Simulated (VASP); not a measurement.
# Se (R-3m) in VASP: notebook

The runs below take Se through single point, with PBE.

Everything below comes from runs of VASP 6.6.1. Logs are shortened: lines on timing, memory, paths and dates and some standing lists are left out, and cuts for length are marked.

## (1) The cell of the first run

The typed cell holds 2 atoms: a = 4.004 Å, b = 4.004 Å, c = 4.004 Å, α = 59.96°, β = 59.96°, γ = 59.96°.

## (2) Single point, PBE

The input, INCAR:

```
SYSTEM = Se
PREC = Accurate ; ENCUT = 520
EDIFF = 1E-6 ; ISMEAR = -1
SIGMA = 0.08 ; LREAL = .FALSE.
LASPH = .TRUE. ; NELM = 100
ALGO = Normal ; ISIF = 2
LWAVE = .FALSE. ; LCHARG = .TRUE.
GGA = PE ; LELF = .TRUE.
LVHAR = .TRUE. ; NBANDS = 13
```

The input, KPOINTS:

```
Automatic mesh
0
G
  13 13 13
  0 0 0
```

The input, POSCAR:

```
Se
1.0
    2.0009041209     -1.1552225328      3.2705095032
    0.0000000000      2.3104450656      3.2705095032
   -2.0009041209     -1.1552225328      3.2705095032
Se
2
Direct
    0.2499989885      0.2499989885      0.2499989885
   -0.2499989885     -0.2499989885     -0.2499989885
```

Potentials or basis: VASP PAW PBE potentials, release 64 (Se).

Command:

```
$ cat potpaw_PBE.64/Se/POTCAR > POTCAR
$ mpirun -np 1 vasp_std > vasp.out
```

OUTCAR:

```text
SYSTEM = Se
   PREC = Accurate
   ENCUT = 520
   EDIFF = 1E-6
   ISMEAR = -1
   LREAL = .FALSE.
   LASPH = .TRUE.
   NELM = 100
   ISIF = 2
   GGA = PE

 ion  position               nearest neighbor table
   1  0.250  0.250  0.250-
   2  0.750  0.750  0.750-

  LATTYP: Found a trigonal (rhomboedric) cell.
 ALAT       =     4.0042962942
 COS(alpha) =     0.5006211527

  Lattice vectors:

 A1 = (   2.0009041209,  -1.1552225328,   3.2705095032)
 A2 = (   0.0000000000,   2.3104450656,   3.2705095032)
 A3 = (  -2.0009041209,  -1.1552225328,   3.2705095032)

Analysis of symmetry for initial positions (statically):
=====================================================================
 Subroutine PRICEL returns following result:

  LATTYP: Found a trigonal (rhomboedric) cell.
 ALAT       =     2.8305740741
 COS(alpha) =     0.0006134417

  Lattice vectors:

 A1 = (  -2.0009041209,  -1.1552225328,  -1.6352349029)
 A2 = (   0.0000000000,   2.3104450656,  -1.6352349029)
 A3 = (   2.0009041209,  -1.1552225328,  -1.6352746003)

   2 primitive cells build up your supercell.

 Routine SETGRP: Setting up the symmetry group for a
 trigonal (rhombohedral) supercell.

 Subroutine GETGRP returns: Found 12 space group operations
 (whereof 12 operations were pure point group operations)
 out of a pool of 12 trial point group operations.

The static configuration has the point symmetry D_3d.

Analysis of symmetry for dynamics (positions and initial velocities):
=====================================================================
 Subroutine PRICEL returns following result:

  LATTYP: Found a trigonal (rhomboedric) cell.
 ALAT       =     2.8305740741
 COS(alpha) =     0.0006134417

  Lattice vectors:

 A1 = (  -2.0009041209,  -1.1552225328,  -1.6352349029)
 A2 = (   0.0000000000,   2.3104450656,  -1.6352349029)
 A3 = (   2.0009041209,  -1.1552225328,  -1.6352746003)

   2 primitive cells build up your supercell.

 Routine SETGRP: Setting up the symmetry group for a
 trigonal (rhombohedral) supercell.

 Subroutine GETGRP returns: Found 12 space group operations
 (whereof 12 operations were pure point group operations)
 out of a pool of 12 trial point group operations.

The dynamic configuration has the point symmetry D_3d.

 Subroutine INISYM returns: Found 12 space group operations
 (whereof 12 operations are pure point group operations),
 and found     2 'primitive' translations

----------------------------------------------------------------------------------------

                                     Primitive cell

  volume of cell :      22.6792

  direct lattice vectors                    reciprocal lattice vectors
    -2.000904121 -1.155222533 -1.635234903    -0.249889058 -0.144271180 -0.203842662
     0.000000000  2.310445066 -1.635234903    -0.000002022  0.288545862 -0.203842662
     2.000904121 -1.155222533 -1.635274600     0.249885014 -0.144271180 -0.203842662

  length of vectors
     2.830574074  2.830574074  2.830597008     0.353285360  0.353285360  0.353282500

  position of ions in fractional coordinates (direct lattice)
     0.500000000  0.500000000  0.500000000

  ion indices of the primitive-cell ions
   primitive index   ion index
                 1           1

----------------------------------------------------------------------------------------

 KPOINTS: Automatic mesh

Automatic generation of k-mesh.
 Grid dimensions read from file:
 generate k-points for:   13   13   13

 Generating k-lattice:

  Cartesian coordinates                     Fractional coordinates (reciprocal lattice)
     0.019222080 -0.011097873  0.007840071     0.076923077 -0.000000000  0.000000000
     0.000000000  0.022195746  0.007840071    -0.000000000  0.076923077 -0.000000000
    -0.019222080 -0.011097873  0.007840071     0.000000000 -0.000000000  0.076923077

  Length of vectors
     0.023539708  0.023539708  0.023539708

  Shift w.r.t. Gamma in fractional coordinates (k-lattice)
     0.000000000  0.000000000  0.000000000

 Subroutine IBZKPT returns following result:
 ===========================================

 Found    231 irreducible k-points:

 Following reciprocal coordinates:
            Coordinates               Weight
  0.000000  0.000000  0.000000      1.000000
  0.076923 -0.000000 -0.000000      6.000000
  0.153846 -0.000000 -0.000000      6.000000
  0.230769 -0.000000 -0.000000      6.000000
  0.307692 -0.000000 -0.000000      6.000000
  0.384615 -0.000000 -0.000000      6.000000
[... 16 lines left out ...]
  0.384615  0.153846 -0.000000     12.000000
  0.461538  0.153846 -0.000000     12.000000
 [... further k-points ...]
   k-points           NKPTS =    231   k-points in BZ     NKDIM =    231   number of bands    NBANDS=     13
   number of dos      NEDOS =    301   number of ions     NIONS =      2
   total plane-waves  NPLWV =  27000
   dimension x,y,z NGX =    30 NGY =   30 NGZ =   30
   dimension x,y,z NGXF=    60 NGYF=   60 NGZF=   60
   ions per type =               2
   NGX,Y,Z   is equivalent  to a cutoff of  12.46, 12.46, 12.46 a.u.
   NGXF,Y,Z  is equivalent  to a cutoff of  24.91, 24.91, 24.91 a.u.
 SYSTEM =  Se
   PREC   = accura    normal or accurate (medium, high low for compatibility)
   ISTART =      0    job   : 0-new  1-cont  2-samecut
   ICHARG =      2    charge: 1-file 2-atom 10-const
   ISPIN  =      1    spin polarized calculation?
   LNONCOLLINEAR =      F non collinear calculations
   LSORBIT =      F    spin-orbit coupling
   LASPH  =      T    aspherical Exc in radial PAW
   ENCUT  =  520.0 eV  38.22 Ry    6.18 a.u.   7.45  7.45  7.45*2*pi/ulx,y,z
   NELM   =    100;   NELMIN=  2; NELMDL= -5     # of ELM steps
   EDIFF  = 0.1E-05   stopping-criterion for ELM
   LREAL  =      F    real-space projection
   EDIFFG = 0.1E-04   stopping-criterion for IOM
   NSW    =      0    number of steps for IOM
   IBRION =     -1    ionic relax: 0-MD 1-quasi-New 2-CG
   NFREE  =      0    steps in history (QN), initial steepest desc. (CG)
   ISIF   =      2    stress and relaxation
   ISYM   =      2    0-nonsym 1-usesym 2-fastsym
   POTIM  = 0.5000    time-step for ionic-motion
   TEBEG  =    0.0;   TEEND  =   0.0 temperature during run
   PSTRESS=    0.0 pullay stress
   NELECT =      12.0000    total number of electrons
   NUPDOWN=      -1.0000    fix difference up-down
   EMIN   =  10.00;   EMAX   =-10.00  energy-range for DOS
   EFERMI =   0.00;   METHOD = LEGACY
   ISMEAR =    -1;   SIGMA  =   0.08  broadening in eV -4-tet -1-fermi 0-gaus
   EFERMI_NEDOS =   21; number of points for ismear=-14 and -15
   IALGO  =     38    algorithm
   IMIX   =      4    mixing-type and parameters
     AMIX     =   0.40;   BMIX     =  1.00
     AMIX_MAG =   1.60;   BMIX_MAG =  1.00
  volume/ion in A,a.u.               =      22.68       153.05
  Fermi-wavevector in a.u.,A,eV,Ry     =   1.050951  1.986009 15.027602  1.104498
  Thomas-Fermi vector in A             =   2.185974
   LORBIT       =      0    0 simple, 1 ext, 2 COOP (PROOUT), +10 PAW based schemes
   GGA     = PE    functional components
   LHFCALC =     F    Hartree Fock is set to
   AEXX    =    0.0000 exact exchange contribution
   IVDW    =     0    specifies the selected vdW correction
   LEPSILON=     F    determine dielectric tensor
   LRPA    =     F    only Hartree local field effects (RPA)
 non-spin polarized calculation
  energy-cutoff  :      520.00
  volume of cell :       45.36
 maximum number of plane-waves:      1243
 NGX is ok and might be reduce to    30
   NGX = 15   NGY = 15   NGZ = 15

 number of electron      12.0000002 magnetization

 Free energy of the ion-electron system (eV)
  ---------------------------------------------------
  ext. energy  EPLUGINS =         0.00000000
  ---------------------------------------------------
  free energy    TOTEN  =        -6.66927417 eV

  energy without entropy =       -6.64830792  energy(sigma->0) =       -6.65879104

 E-fermi :   4.6513     XC(G=0):  -9.9025

 val. band max:        4.6298538128   @ k =  -0.3846   0.3846   0.3846
 cond. band min:       4.6599539536   @ k =  -0.1538   0.2308   0.1538
 fundamental gap:      0.0301001408
 Fermi energy:         4.6512938592

 k-point     1 :       0.0000    0.0000    0.0000
  band No.  band energies     occupation
      1     -11.3531      2.00000
      2      -5.1954      2.00000
      3       1.3420      2.00000
      4       1.3518      2.00000
      5       1.3518      2.00000
      6       6.0365      0.00000
      7       6.0365      0.00000
      8       6.0414      0.00000
      9      10.5170      0.00000
     10      10.5301      0.00000
     11      10.5301      0.00000
     12      12.4268      0.00000
     13      12.4268      0.00000

 k-point     2 :       0.0769   -0.0000   -0.0000
  band No.  band energies     occupation
      1     -11.2903      2.00000
      2      -5.3400      2.00000
      3       1.3610      2.00000
      4       1.3697      2.00000
      5       1.4018      2.00000
      6       5.8174      0.00000
      7       5.8207      0.00000
      8       5.8288      0.00000
      9      10.4938      0.00000
     10      10.6571      0.00000
     11      10.6689      0.00000
     12      12.7752      0.00000
     13      12.7757      0.00000

 k-point     3 :       0.1538   -0.0000   -0.0000
  band No.  band energies     occupation
      1     -11.1028      2.00000
      2      -5.7438      2.00000
      3       1.4196      2.00000
      4       1.4276      2.00000
      5       1.5364      2.00000
      6       5.2749      0.00082
      7       5.2773      0.00080
      8       5.3112      0.00052
      9      10.5188      0.00000
     10      11.0680      0.00000
     11      11.0803      0.00000
     12      13.6506      0.00000
     13      13.7037      0.00000
[... 305 lines left out ...]
 k-point    23 :       0.3846    0.1538   -0.0000
  band No.  band energies     occupation
      1     -10.0361      2.00000
      2      -7.3012      2.00000
      3       0.7500      2.00000
      4       0.8188      2.00000
      5       1.0103      2.00000
      6       4.4222      1.89210
      7       5.2110      0.00183
      8       5.3062      0.00056
      9      10.0307      0.00000
     10      14.1363      0.00000
     11      14.6043      0.00000
     12      15.0470      0.00000
     13      15.6758      0.00000

 k-point    24 :       0.4615    0.1538   -0.0000
  band No.  band energies     occupation
      1      -9.5071      2.00000
      2      -7.9735      2.00000
      3       0.4879      2.00000
      4       0.9317      2.00000
      5       1.0131      2.00000
      6       4.6175      1.20795
      7       4.7666      0.38253
      8       4.9181      0.06876
      9      10.8931      0.00000
     10      14.5958      0.00000
     11      15.1796      0.00000
     12      15.9114      0.00000
     13      16.3874      0.00000

 [... further k-points ...]

------------------------ aborting loop because EDIFF is reached ----------------------------------------

  FORCE on cell =-STRESS in cart. coord.  units (eV):
  Direction    XX          YY          ZZ          XY          YZ          ZX
  --------------------------------------------------------------------------------------
  -------------------------------------------------------------------------------------
  Total        0.0079684      0.0079684      0.0029941     -0.0000000     -0.0000000      0.0000000
  in kB        0.2814638      0.2814638      0.1057598     -0.0000000     -0.0000000      0.0000000
  external PRESSURE =       0.2228958 kB  Pullay stress =       0.0000000 kB

 VOLUME and BASIS-vectors are now :
 -----------------------------------------------------------------------------
  energy-cutoff  :      520.00
  volume of cell :       45.36
      direct lattice vectors                 reciprocal lattice vectors
     2.000904121 -1.155222533  3.270509503     0.249887036 -0.144272347  0.101920919
     0.000000000  2.310445066  3.270509503     0.000000000  0.288544695  0.101920919
    -2.000904121 -1.155222533  3.270509503    -0.249887036 -0.144272347  0.101920919

 POSITION                                       TOTAL-FORCE (eV/Angst)
 -----------------------------------------------------------------------------------
      0.00000      0.00000      2.45287         0.000000      0.000000     -0.000000
      0.00000      0.00000      7.35866         0.000000      0.000000      0.000000
 -----------------------------------------------------------------------------------
    total drift:                               -0.000000     -0.000000      0.000000

  FREE ENERGIE OF THE ION-ELECTRON SYSTEM (eV)
  ---------------------------------------------------
  free  energy   TOTEN  =        -6.6692741668 eV

  energy  without entropy=       -6.6483079157  energy(sigma->0) =       -6.65879104
```

Run time: 1.9 min. Hardware: 1 thread of AMD EPYC 7R13 (Zen 3), shared host; peak memory 0.22 GiB.

Results:

```yaml
Free_energy: -6.6693 eV
Pressure: 0.0 GPa
Band_gap_on_the_k_mesh: zero (band 6 reaches 7.41 eV, above the bottom of band 7 at 2.76 eV)
```

## (3) Single point, PBE (volume scaled by 0.4)

The input, INCAR:

```
ALGO = Normal ; EDIFF = 1E-6
ENCUT = 520 ; GGA = PE
ISIF = 2 ; ISMEAR = -1
LASPH = T ; LCHARG = F
LREAL = F ; LWAVE = F
NBANDS = 13 ; NELM = 80
PREC = Accurate ; SIGMA = 0.08
```

The input, KPOINTS:

```
k-points
0
Gamma
  13 13 13
```

The input, POSCAR:

```
Se
1.0
    1.4742787614     -0.8511752398      2.4097320053
    0.0000000000      1.7023504796      2.4097320053
   -1.4742787614     -0.8511752398      2.4097320053
Se
2
Direct
    0.2500000000      0.2500000000      0.2500000000
   -0.2500000000     -0.2500000000     -0.2500000000
```

Potentials or basis: VASP PAW PBE potentials, release 64 (Se).

Command:

```
$ cat potpaw_PBE.64/Se/POTCAR > POTCAR
$ mpirun -np 1 vasp_std > vasp.out
```

Wall time 16 s (1 thread of Intel Xeon 6975P-C (Granite Rapids), shared host); peak memory 0.17 GiB.

Results (log left out):

```
Free energy            : 9.5430 eV
Pressure               : 408.3 GPa
Band gap on the k mesh : zero (band 6 reaches 22.00 eV, above the bottom of band 7 at 18.67 eV)
```

Stress tensor (GPa, compression positive):
```
408.14   0.00   0.00
  0.00 408.14   0.00
  0.00   0.00 408.52
```

Levels at points of the mesh, in eV from the Fermi level:
| k point | band 4 | band 5 | band 6 | band 7 | band 8 | band 9 |
| --- | --- | --- | --- | --- | --- | --- |
| (0.00, 0.00, 0.00) | -7.49 | -1.78 | 1.44 | 1.46 | 1.46 | 3.74 |

[end of part 1 of 2]
